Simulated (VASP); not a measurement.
# CaCu3C2 (P6/mmm) in VASP: further runs, part 2 of 2

VASP 6.6.1. Earlier steps stand in the parts before.

## (4) Single point, PBE

This run uses another cell than the first one: it holds 12 atoms, not 6.

Contents of INCAR:

```
SYSTEM = CaCu3C2
PREC = Accurate
ENCUT = 520
EDIFF = 1E-6
ISMEAR = 0
SIGMA = 0.2
LREAL = .FALSE.
LASPH = .TRUE.
NELM = 100
ALGO = Fast
ISIF = 2
LWAVE = .FALSE.
LCHARG = .FALSE.
GGA = PE
NBANDS = 63
```

Contents of KPOINTS:

```
Automatic mesh
0
G
  6 6 4
  0 0 0
```

Contents of POSCAR:

```
CaCu3C2
1.0
    5.1779623473      0.0000000000      0.0000000000
   -2.5889811736      4.4842469326      0.0000000000
    0.0000000000      0.0000000000      6.0929331440
Ca Cu C
2 6 4
Direct
    0.0000000000      0.0000000000      0.0000000000
    0.0000000000      0.0000000000      0.5000000000
    1.0000000000      0.5000000000      0.2500000000
    1.0000000000      0.5000000000      0.7500000000
    0.5000000000      0.5000000000      0.2500000000
    0.5000000000      0.5000000000      0.7500000000
    0.5000000000      0.0000000000      0.2500000000
    0.5000000000      0.0000000000      0.7500000000
    0.3333333333      0.6666666667      0.0000000000
    0.3333333333      0.6666666667      0.5000000000
    0.6666666667      0.3333333333      0.0000000000
    0.6666666667      0.3333333333      0.5000000000
```

Potentials or basis: VASP PAW PBE potentials, release 64 (Ca_sv, Cu, C).

Started as:

```console
$ cat potpaw_PBE.64/Ca_sv/POTCAR potpaw_PBE.64/Cu/POTCAR potpaw_PBE.64/C/POTCAR > POTCAR
$ mpirun -np 1 vasp_std > vasp.out
```

OUTCAR:

```text
SYSTEM = CaCu3C2
   PREC = Accurate
   ENCUT = 520
   EDIFF = 1E-6
   ISMEAR = 0
   LREAL = .FALSE.
   LASPH = .TRUE.
   NELM = 100
   ISIF = 2
   GGA = PE

 ion  position               nearest neighbor table
   1  0.000  0.000  0.000-   2 3.05   2 3.05
   2  0.000  0.000  0.500-   1 3.05   1 3.05
   3  0.000  0.500  0.250-   9 2.13  10 2.13  11 2.13  12 2.13   5 2.59   5 2.59   7 2.59   7 2.59

   4  0.000  0.500  0.750-   9 2.13  10 2.13  11 2.13  12 2.13   6 2.59   6 2.59   8 2.59   8 2.59

   5  0.500  0.500  0.250-   9 2.13  10 2.13  11 2.13  12 2.13   7 2.59   7 2.59   3 2.59   3 2.59
[... 18 lines left out ...]
 A1 = (   5.1779623473,   0.0000000000,   0.0000000000)
 A2 = (  -2.5889811736,   4.4842469326,   0.0000000000)
[... 1609 lines left out ...]
  energy-cutoff  :      520.00
  volume of cell :      141.47
      direct lattice vectors                 reciprocal lattice vectors
     5.177962347  0.000000000  0.000000000     0.193126163  0.111501442  0.000000000
    -2.588981174  4.484246933  0.000000000     0.000000000  0.223002884  0.000000000
     0.000000000  0.000000000  6.092933144     0.000000000  0.000000000  0.164124565

 POSITION                                       TOTAL-FORCE (eV/Angst)
 -----------------------------------------------------------------------------------
      0.00000      0.00000      0.00000         0.000000     -0.000000     -0.000000
      0.00000      0.00000      3.04647         0.000000     -0.000000     -0.000000
     -1.29449      2.24212      1.52323         0.000000     -0.000000      0.000000
     -1.29449      2.24212      4.56970         0.000000     -0.000000      0.000000
      1.29449      2.24212      1.52323         0.000000     -0.000000      0.000000
      1.29449      2.24212      4.56970         0.000000     -0.000000      0.000000
      2.58898      0.00000      1.52323         0.000000     -0.000000      0.000000
      2.58898      0.00000      4.56970         0.000000     -0.000000      0.000000
     -0.00000      2.98950      0.00000         0.000000     -0.000000      0.000000
     -0.00000      2.98950      3.04647         0.000000     -0.000000      0.000000
      2.58898      1.49475      0.00000        -0.000000      0.000000      0.000000
      2.58898      1.49475      3.04647        -0.000000      0.000000      0.000000
 -----------------------------------------------------------------------------------
    total drift:                               -0.000000      0.000000     -0.000000

  FREE ENERGIE OF THE ION-ELECTRON SYSTEM (eV)
  ---------------------------------------------------
  free  energy   TOTEN  =       -54.3789174909 eV

  energy  without entropy=      -54.2850936667  energy(sigma->0) =      -54.33200558
```

OSZICAR:

```text
N       E                     dE             d eps       ncg     rms          rms(c)
DAV:   1     0.110201784189E+04    0.11020E+04   -0.44453E+04  2646   0.237E+03
DAV:   2     0.104198636911E+03   -0.99782E+03   -0.96769E+03  2646   0.547E+02
DAV:   3    -0.537302393041E+02   -0.15793E+03   -0.14828E+03  3396   0.230E+02
[... 26 lines left out ...]
RMM:  30    -0.543789140657E+02   -0.33401E-05   -0.35115E-05  3693   0.171E-02    0.116E-02
RMM:  31    -0.543789143898E+02   -0.32405E-06   -0.25538E-05  3620   0.179E-02    0.509E-03
RMM:  32    -0.543789156639E+02   -0.12741E-05   -0.18693E-05  2855   0.129E-02    0.332E-03
RMM:  33    -0.543789167345E+02   -0.10706E-05   -0.14007E-05  3355   0.141E-02    0.195E-03
RMM:  34    -0.543789174909E+02   -0.75636E-06   -0.80020E-06  2565   0.105E-02
   1 F= -.54378917E+02 E0= -.54332006E+02  d E =-.938238E-01
```

stdout:

```text
POSCAR found type information on POSCAR CaCuC
 POSCAR found :  3 types and      12 ions
 scaLAPACK will be used
 LDA part: xc-table for (Slater+PW92), standard interpolation
 POSCAR, INCAR and KPOINTS ok, starting setup
 FFT: planning ... GRIDC
 FFT: planning ... GRID_SOFT
 FFT: planning ... GRID
 WAVECAR not read
 entering main loop
WARNING in EDDRMM: call to ZHEGV failed, returncode =   6  3     14
WARNING in EDDRMM: call to ZHEGV failed, returncode =   8  4     14
WARNING in EDDRMM: call to ZHEGV failed, returncode =   8  4     12
WARNING in EDDRMM: call to ZHEGV failed, returncode =   6  3     53
WARNING in EDDRMM: call to ZHEGV failed, returncode =   6  3     53
WARNING in EDDRMM: call to ZHEGV failed, returncode =   6  3     13
WARNING in EDDRMM: call to ZHEGV failed, returncode =   6  3     32
WARNING in EDDRMM: call to ZHEGV failed, returncode =   6  3     29
WARNING in EDDRMM: call to ZHEGV failed, returncode =   6  3     14
WARNING in EDDRMM: call to ZHEGV failed, returncode =   6  3     21
WARNING in EDDRMM: call to ZHEGV failed, returncode =   8  4     14
WARNING in EDDRMM: call to ZHEGV failed, returncode =   8  4     43
WARNING in EDDRMM: call to ZHEGV failed, returncode =   8  4     39
WARNING in EDDRMM: call to ZHEGV failed, returncode =   8  4     21
WARNING in EDDRMM: call to ZHEGV failed, returncode =   6  3     12
```

Run time: 19 min. Hardware: 1 thread of Oxide Virtual Turin-like, shared host; peak memory 0.32 GiB.

Results:

- Free energy: -54.3789 eV
- Pressure: 0.6 GPa
- Band gap on the k mesh: zero (bands 51 and 52 overlap by 1.60 eV)

## (5) Single point, PBE

Contents of INCAR:

```
SYSTEM = CaCu3C2
PREC     = Accurate       ! precision mode
ENCUT    = 520            ! plane-wave cutoff, eV
EDIFF    = 1E-6           ! SCF threshold, eV
ISMEAR   = 0              ! smearing method
SIGMA    = 0.1            ! smearing width, eV
LREAL    = .FALSE.        ! projectors in reciprocal space
LASPH    = .TRUE.         ! aspherical terms in the spheres
NELM     = 80             ! most SCF steps
ALGO     = Fast           ! electronic algorithm
ISIF     = 2              ! what is computed and relaxed
LWAVE    = .FALSE.        ! write WAVECAR
LCHARG   = .FALSE.        ! write CHGCAR
GGA      = PE             ! functional
NBANDS   = 34             ! bands
```

Contents of KPOINTS:

```
regular mesh
0
G
  12 12 12
  0 0 0
```

Contents of POSCAR:

```
CaCu3C2
1.0
    5.1779623473      0.0000000000      0.0000000000
   -2.5889811736      4.4842469326      0.0000000000
    0.0000000000      0.0000000000      3.0464665720
Ca Cu C
1 3 2
Direct
    0.0000000000      0.0000000000      0.0000000000
    0.0000000000      0.5000000000      0.5000000000
    0.5000000000      0.5000000000      0.5000000000
    0.5000000000      0.0000000000      0.5000000000
    0.3333333333      0.6666666667      0.0000000000
    0.6666666667      0.3333333333      0.0000000000
```

Started as:

```console
$ cat potpaw_PBE.64/Ca_sv/POTCAR potpaw_PBE.64/Cu/POTCAR potpaw_PBE.64/C/POTCAR > POTCAR
$ mpirun -np 1 vasp_std > vasp.out
```

Wall time 18 min (1 thread of Oxide Virtual Turin-like, shared host); peak memory 0.37 GiB.

The run converged. Its results:

- Free energy: -27.1529 eV
- Pressure: 0.6 GPa
- Band gap on the k mesh: zero (an odd number of electrons rules out a gap without spin polarisation)

Stress tensor (GPa, compression positive):
```
0.55 0.00 0.00
0.00 0.55 0.00
0.00 0.00 0.77
```

Levels at points of the mesh, in eV from the Fermi level:
```tsv
k point	band 24	band 25	band 26	band 27	band 28	band 29
(0.00, 0.00, 0.00)	-1.32	-1.32	-1.06	0.71	3.42	3.82
(0.50, 0.00, 0.00)	-0.53	-0.41	0.60	0.69	2.05	2.78
(0.00, 0.00, 0.50)	-2.48	-1.09	-0.21	-0.21	2.03	2.03
(0.50, 0.00, 0.50)	-2.31	0.04	0.13	0.66	1.23	1.75
```

## (6) Relaxation of cell and atoms, PBE

This run uses another cell than the first one, of 14.40 Å³/atom.

Contents of INCAR:

```
PREC = Accurate
ENCUT = 600
EDIFF = 1E-6
ISMEAR = 0
SIGMA = 0.1
LREAL = F
LASPH = T
NELM = 80
ALGO = Normal
ISIF = 3
LWAVE = F
LCHARG = F
GGA = PE
IBRION = 2
NSW = 90
EDIFFG = -0.04
```

Contents of KPOINTS:

```
Automatic mesh
0
Gamma
  6 6 6
```

Contents of POSCAR:

```
CaCu3C2
1.0
    5.3158421400      0.0000000000      0.0000000000
   -2.6579210700      4.6036543300      0.0000000000
    0.0000000000      0.0000000000      3.5309647200
Ca Cu C
1 3 2
Direct
    0.0000000000      0.0000000000      0.0000000000
    0.0000000000      0.5000000000      0.5000000000
    0.5000000000      0.5000000000      0.5000000000
    0.5000000000      0.0000000000      0.5000000000
    0.3333333300      0.6666666700      0.0000000000
    0.6666666700      0.3333333300      0.0000000000
```

Potentials or basis: VASP PAW PBE potentials, release 64 (Ca_sv, Cu, C).

Started as:

```console
$ cat potpaw_PBE.64/Ca_sv/POTCAR potpaw_PBE.64/Cu/POTCAR potpaw_PBE.64/C/POTCAR > POTCAR
$ mpirun -np 1 vasp_std > vasp.out
```

Run time: 13 min. Hardware: 1 thread of Oxide Virtual Turin-like, shared host; peak memory 0.25 GiB.

The run converged. Its results:

```yaml
Free_energy: -27.1888 eV
Relaxed_volume: 11.83 Å³/atom
Relaxed_cell: a = 5.180 Å, b = 5.180 Å, c = 3.056 Å, α = 90.00°, β = 90.00°, γ = 120.00°
Space_group_after_relaxing_to_0.1_Å: P6/mmm (No. 191)
Energy_gained_by_relaxing: 193.4 meV/atom
Ionic_steps: 8
Pressure_after_relaxing: 0.0 GPa
Band_gap_on_the_k_mesh: zero (an odd number of electrons rules out a gap without spin polarisation)
```

Stress tensor (GPa, compression positive):
```
 0.11  0.00  0.00
 0.00  0.11  0.00
 0.00  0.00 -0.26
```

The path:
```csv
step,energy change (eV),largest force (eV/Å),pressure (GPa),volume (Å³)
1,0.0000,0.0000,-15.58,86.41
2,-1.0234,0.0000,1.88,70.01
3,-1.0234,0.0000,1.47,70.20
4,-1.1339,0.0000,1.50,70.08
5,-1.1518,0.0000,1.90,69.98
6,-1.1536,0.0000,2.02,69.94
7,-1.1579,0.0000,-1.15,71.64
8,-1.1602,0.0000,-0.01,71.00
```

Final structure:
```xyz
6
Lattice="5.1798 0.0000 0.0000 -2.5899 4.4858 0.0000 0.0000 0.0000 3.0555" Properties=species:S:1:pos:R:3 pbc="T T T"
Ca    0.0000    0.0000    0.0000
Cu   -1.2949    2.2429    1.5278
Cu    1.2950    2.2429    1.5278
Cu    2.5899    0.0000    1.5278
C     0.0000    2.9906    0.0000
C     2.5899    1.4953    3.0555
```

Levels at points of the mesh, in eV from the Fermi level:
```tsv
k point	band 22	band 23	band 24	band 25	band 26	band 27	band 28	band 29	band 30
(0.00, 0.00, 0.00)	-2.38	-2.38	-1.32	-1.32	-1.09	0.71	3.39	3.82	4.57
(0.50, 0.00, 0.00)	-3.08	-1.79	-0.53	-0.41	0.57	0.71	2.02	2.80	4.22
(0.00, 0.00, 0.50)	-2.78	-2.78	-2.47	-1.12	-0.19	-0.19	2.00	2.00	4.38
(0.50, 0.00, 0.50)	-2.77	-2.72	-2.31	0.05	0.11	0.65	1.20	1.73	2.93
```

Caveat: the volume moved by over 15 % at a fixed basis, so the end points are rough.

## (7) The runs side by side

```tsv
task	cell	k mesh	cutoff (eV)	smearing	gap on the mesh (eV)	pressure (GPa)
single point	a = 5.187, b = 5.187, c = 3.037 Å, angles 90.0, 90.0, 120.0°, 6 atoms, atomic positions A	6 × 6 × 6	520	gaussian 0.1 eV	none	0.5
single point	a = 5.316, b = 5.316, c = 3.531 Å, angles 90.0, 90.0, 120.0°, 6 atoms, atomic positions A	6 × 6 × 6	520	gaussian 0.1 eV	none	-15.6
single point	a = 5.178, b = 5.178, c = 6.093 Å, angles 90.0, 90.0, 120.0°, 12 atoms, atomic positions B	6 × 6 × 4	520	gaussian 0.2 eV	none	0.6
single point	a = 5.178, b = 5.178, c = 3.046 Å, angles 90.0, 90.0, 120.0°, 6 atoms, atomic positions A	12 × 12 × 12	520	gaussian 0.1 eV	none	0.6
relaxation of cell and atoms	relaxed from a = 5.316, b = 5.316, c = 3.531 Å, angles 90.0, 90.0, 120.0°, 6 atoms, atomic positions A	6 × 6 × 6	600	gaussian 0.1 eV	none	0.0
```

Alike in all rows: level PBE; potentials or basis VASP PAW PBE potentials, release 64 (Ca_sv, Cu, C); no spin polarisation.

Caveats: the stress differs along the axes, from -22 to -13 GPa (at least some runs); the volume moved by over 15 % at a fixed basis, so the end points are rough (at least some runs).

Absolute energies hang on the potentials; compare differences alone.
